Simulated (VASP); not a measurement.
# W (Im-3m) in VASP: further runs

W is run at these levels: PBE; tasks: single point.

All numbers are computed with VASP 6.6.1; they aren't measurements. Logs are shortened: lines on timing, memory, paths and dates and some standing lists are left out, and cuts for length are marked.

## Step 1: The cell of the first run

It takes space group Im-3m (No. 229, cubic). The conventional cell has a = 3.183 Å, b = 3.183 Å, c = 3.183 Å, α = 90.00°, β = 90.00°, γ = 90.00°. Within 3.6 Å of W (site symmetry m-3m) lie 14 W at 2.76 to 3.18 Å.

## Step 2: Single point, PBE

INCAR reads:

```
SYSTEM = W
  PREC = Accurate
  ENCUT = 520
  EDIFF = 1E-7
  ISMEAR = -1
  SIGMA = 0.08
  LREAL = .False.
  LASPH = .True.
  NELM = 80
  ALGO = Normal
  ISIF = 2
  LWAVE = .False.
  LCHARG = .False.
  GGA = PE
  NBANDS = 13
```

KPOINTS reads:

```
regular mesh
0
Gamma
  19 19 19
  0 0 0
```

POSCAR reads:

```
W
1.0
   -1.5917092848      1.5917092848      1.5917092848
    1.5917092848     -1.5917092848      1.5917092848
    1.5917092848      1.5917092848     -1.5917092848
W
1
Direct
    0.0000000000      0.0000000000      0.0000000000
```

Potentials or basis: VASP PAW PBE potentials, release 64 (W_sv).

Command:

```
$ cat potpaw_PBE.64/W_sv/POTCAR > POTCAR
$ mpirun -np 1 vasp_std > vasp.out
```

OUTCAR:

```text
SYSTEM = W
   PREC = Accurate
   ENCUT = 520
   EDIFF = 1E-7
   ISMEAR = -1
   LREAL = .False.
   LASPH = .True.
   NELM = 80
   ISIF = 2
   GGA = PE

 ion  position               nearest neighbor table
   1  0.000  0.000  0.000-

  LATTYP: Found a body centered cubic cell.
 ALAT       =     3.1834185696

  Lattice vectors:

 A1 = (  -1.5917092848,   1.5917092848,   1.5917092848)
 A2 = (   1.5917092848,  -1.5917092848,   1.5917092848)
 A3 = (   1.5917092848,   1.5917092848,  -1.5917092848)

Analysis of symmetry for initial positions (statically):
=====================================================================
 Subroutine PRICEL returns:
 Original cell was already a primitive cell.

 Routine SETGRP: Setting up the symmetry group for a
 body centered cubic supercell.

 Subroutine GETGRP returns: Found 48 space group operations
 (whereof 48 operations were pure point group operations)
 out of a pool of 48 trial point group operations.

The static configuration has the point symmetry O_h .

Analysis of symmetry for dynamics (positions and initial velocities):
=====================================================================
 Subroutine PRICEL returns:
 Original cell was already a primitive cell.

 Routine SETGRP: Setting up the symmetry group for a
 body centered cubic supercell.

 Subroutine GETGRP returns: Found 48 space group operations
 (whereof 48 operations were pure point group operations)
 out of a pool of 48 trial point group operations.

The dynamic configuration has the point symmetry O_h .

 Subroutine INISYM returns: Found 48 space group operations
 (whereof 48 operations are pure point group operations),
 and found     1 'primitive' translations

----------------------------------------------------------------------------------------

                                     Primitive cell

  volume of cell :      16.1306

  direct lattice vectors                    reciprocal lattice vectors
    -1.591709285  1.591709285  1.591709285     0.000000000  0.314127715  0.314127715
     1.591709285 -1.591709285  1.591709285     0.314127715  0.000000000  0.314127715
     1.591709285  1.591709285 -1.591709285     0.314127715  0.314127715  0.000000000

  length of vectors
     2.756921352  2.756921352  2.756921352     0.444243674  0.444243674  0.444243674

  position of ions in fractional coordinates (direct lattice)
     0.000000000  0.000000000  0.000000000

  ion indices of the primitive-cell ions
   primitive index   ion index
                 1           1
[... 74 lines left out ...]
   EDIFFG = 0.1E-05   stopping-criterion for IOM
   NSW    =      0    number of steps for IOM
   IBRION =     -1    ionic relax: 0-MD 1-quasi-New 2-CG
   NFREE  =      0    steps in history (QN), initial steepest desc. (CG)
   ISIF   =      2    stress and relaxation
   ISYM   =      2    0-nonsym 1-usesym 2-fastsym
   POTIM  = 0.5000    time-step for ionic-motion
   TEBEG  =    0.0;   TEEND  =   0.0 temperature during run
   PSTRESS=    0.0 pullay stress
   NELECT =      14.0000    total number of electrons
   NUPDOWN=      -1.0000    fix difference up-down
   EMIN   =  10.00;   EMAX   =-10.00  energy-range for DOS
   EFERMI =   0.00;   METHOD = LEGACY
   ISMEAR =    -1;   SIGMA  =   0.08  broadening in eV -4-tet -1-fermi 0-gaus
   EFERMI_NEDOS =   21; number of points for ismear=-14 and -15
   IALGO  =     38    algorithm
   IMIX   =      4    mixing-type and parameters
     AMIX     =   0.40;   BMIX     =  1.00
     AMIX_MAG =   1.60;   BMIX_MAG =  1.00
  volume/ion in A,a.u.               =      16.13       108.85
  Fermi-wavevector in a.u.,A,eV,Ry     =   1.561590  2.950978 33.178680  2.438564
  Thomas-Fermi vector in A             =   2.664633
   LORBIT       =      0    0 simple, 1 ext, 2 COOP (PROOUT), +10 PAW based schemes
   GGA     = PE    functional components
   LHFCALC =     F    Hartree Fock is set to
   AEXX    =    0.0000 exact exchange contribution
   IVDW    =     0    specifies the selected vdW correction
   LEPSILON=     F    determine dielectric tensor
   LRPA    =     F    only Hartree local field effects (RPA)
 non-spin polarized calculation
  energy-cutoff  :      520.00
  volume of cell :       16.13
 maximum number of plane-waves:       448
 NGX is ok and might be reduce to    24

 number of electron      14.0000002 magnetization

 Free energy of the ion-electron system (eV)
  ---------------------------------------------------
  ext. energy  EPLUGINS =         0.00000000
  ---------------------------------------------------
  free energy    TOTEN  =       -12.96038461 eV

  energy without entropy =      -12.95139228  energy(sigma->0) =      -12.95588845

 E-fermi :  11.1627     XC(G=0): -13.5419

 val. band max:       11.1369206028   @ k =  -0.3158   0.3684   0.2632
 cond. band min:      11.1637513937   @ k =  -0.3158   0.3158   0.2105
 fundamental gap:      0.0268307909
 Fermi energy:        11.1627371551

 k-point     1 :       0.0000    0.0000    0.0000
  band No.  band energies     occupation
      1     -63.0119      2.00000
      2     -26.5991      2.00000
      3     -26.5991      2.00000
      4     -26.5991      2.00000
      5       1.6522      2.00000
      6       9.9938      2.00000
      7       9.9938      2.00000
      8       9.9938      2.00000
      9      13.4139      0.00000
     10      13.4139      0.00000
     11      25.6695      0.00000
     12      25.6695      0.00000
     13      25.6695      0.00000
[... 354 lines left out ...]
  band No.  band energies     occupation
      1     -62.9036      2.00000
      2     -27.6145      2.00000
      3     -26.9620      2.00000
      4     -26.6525      2.00000
      5       5.3731      2.00000
      6       8.0651      2.00000
      7       9.6478      2.00000
      8      13.0304      0.00000
      9      14.1835      0.00000
     10      15.9299      0.00000
     11      23.5006      0.00000
     12      24.7712      0.00000
     13      29.3217      0.00000

 [... further k-points ...]
[... 5 lines left out ...]
  --------------------------------------------------------------------------------------
  -------------------------------------------------------------------------------------
  Total        0.0512652      0.0512652      0.0512652      0.0000000     -0.0000000      0.0000000
  in kB        5.0919244      5.0919244      5.0919244      0.0000000     -0.0000000      0.0000000
  external PRESSURE =       5.0919244 kB  Pullay stress =       0.0000000 kB

 VOLUME and BASIS-vectors are now :
 -----------------------------------------------------------------------------
  energy-cutoff  :      520.00
  volume of cell :       16.13
      direct lattice vectors                 reciprocal lattice vectors
    -1.591709285  1.591709285  1.591709285     0.000000000  0.314127715  0.314127715
     1.591709285 -1.591709285  1.591709285     0.314127715  0.000000000  0.314127715
     1.591709285  1.591709285 -1.591709285     0.314127715  0.314127715  0.000000000

 POSITION                                       TOTAL-FORCE (eV/Angst)
 -----------------------------------------------------------------------------------
      0.00000      0.00000      0.00000        -0.000000      0.000000     -0.000000
 -----------------------------------------------------------------------------------
    total drift:                               -0.000000      0.000000     -0.000000

  FREE ENERGIE OF THE ION-ELECTRON SYSTEM (eV)
  ---------------------------------------------------
  free  energy   TOTEN  =       -12.9603846069 eV

  energy  without entropy=      -12.9513922850  energy(sigma->0) =      -12.95588845
```

stdout:

```text
POSCAR found type information on POSCAR W
 POSCAR found :  1 types and       1 ions
 scaLAPACK will be used
 LDA part: xc-table for (Slater+PW92), standard interpolation
 POSCAR, INCAR and KPOINTS ok, starting setup
 FFT: planning ... GRIDC
 FFT: planning ... GRID_SOFT
 FFT: planning ... GRID
 WAVECAR not read
 entering main loop
```

Wall time 1.7 min (1 thread of AMD EPYC 7R13, shared host); peak memory 0.14 GiB.

What came out:

* Free energy: -12.9604 eV
* Pressure: 0.5 GPa
* Band gap on the k mesh: zero (band 7 reaches 15.90 eV, above the bottom of band 8 at 9.99 eV)

Caveat: spin-orbit coupling is left out, which moves the levels of the heavy elements.

## Step 3: Single point, PBE

This run uses another cell than the first one: it holds 3 atoms, not 1.

INCAR reads:

```
SYSTEM = W
ALGO = Normal
EDIFF = 1E-7
ENCUT = 520
GGA = PE
ISIF = 2
ISMEAR = -1
LASPH = .True.
LCHARG = .False.
LREAL = .False.
LWAVE = .False.
NBANDS = 28
NELM = 80
PREC = Accurate
SIGMA = 0.08
```

KPOINTS reads:

```
k-points
0
Gamma
  9 9 13
  0 0 0
```

POSCAR reads:

```
W
1.0
    0.0000000000      3.1834185696     -3.1834185696
   -3.1834185696      0.0000000000      3.1834185696
    1.5917092848      1.5917092848      1.5917092848
W
3
Direct
    0.0000000000      0.0000000000      0.0000000000
    0.3333333330      0.6666666670      0.3333333330
    0.6666666670      0.3333333330      0.6666666670
```

Potentials or basis: VASP PAW PBE potentials, release 64 (W_sv).

Command:

```
$ cat potpaw_PBE.64/W_sv/POTCAR > POTCAR
$ mpirun -np 1 vasp_std > vasp.out
```

Wall time 5.7 min (1 thread of AMD EPYC 7R13, shared host); peak memory 0.24 GiB.

It converged, with:

```
Free energy            : -38.8858 eV
Pressure               : 0.6 GPa
Band gap on the k mesh : zero (band 21 reaches 13.79 eV, above the bottom of band 22 at 9.99 eV)
```

Levels at points of the mesh, in eV from the Fermi level:
```tsv
k point	band 19	band 20	band 21	band 22	band 23	band 24
(0.00, 0.00, 0.00)	-2.65	-1.21	-1.20	-1.20	2.22	2.22
```

Caveat: spin-orbit coupling is left out, which moves the levels of the heavy elements.
